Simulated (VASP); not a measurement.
YS, 2 atoms in the cell. The structure is tetragonal, space group I4/mmm (No. 139). The conventional cell has a = 3.725 Å, b = 3.725 Å, c = 5.048 Å, α = 90.00°, β = 90.00°, γ = 90.00°. Within 3.3 Å of Y (site symmetry 4/mmm) lie 6 S at 2.52 to 2.63 Å. S (site symmetry 4/mmm) has 6 Y at 2.52 to 2.63 Å within 3.3 Å.  This cell differs from its parent crystal: strain -0.040 along x and y, -0.080 along z.

```yaml
Program: VASP 6.6.1
Task: single point
Functional: PBEsol
Potentials_or_basis: VASP PAW PBE potentials, release 64 (Y_sv, S)
Cutoff: 520 eV
k_mesh: 16 × 16 × 16
Occupations: gaussian, width 0.15 eV
Spin: no spin polarisation
Dipole_correction: no
Further_INCAR_settings: ALGO = Normal; EDIFF = 1e-06; NBANDS = 16
```

Potentials or basis: VASP PAW PBE potentials, release 64 (Y_sv, S).

Command:

```sh
$ cat potpaw_PBE.64/Y_sv/POTCAR potpaw_PBE.64/S/POTCAR > POTCAR
$ mpirun -np 1 vasp_std > vasp.out
```

Hardware: 1 thread of Intel Xeon 8259CL (shared host).

Problem. Estimate the wall time of this run.

Solution. Run time: 4.9 min on 1 thread of Intel Xeon 8259CL, with other jobs on the host, peak memory 0.34 GiB. Counts: scf iterations 13, k points 349.
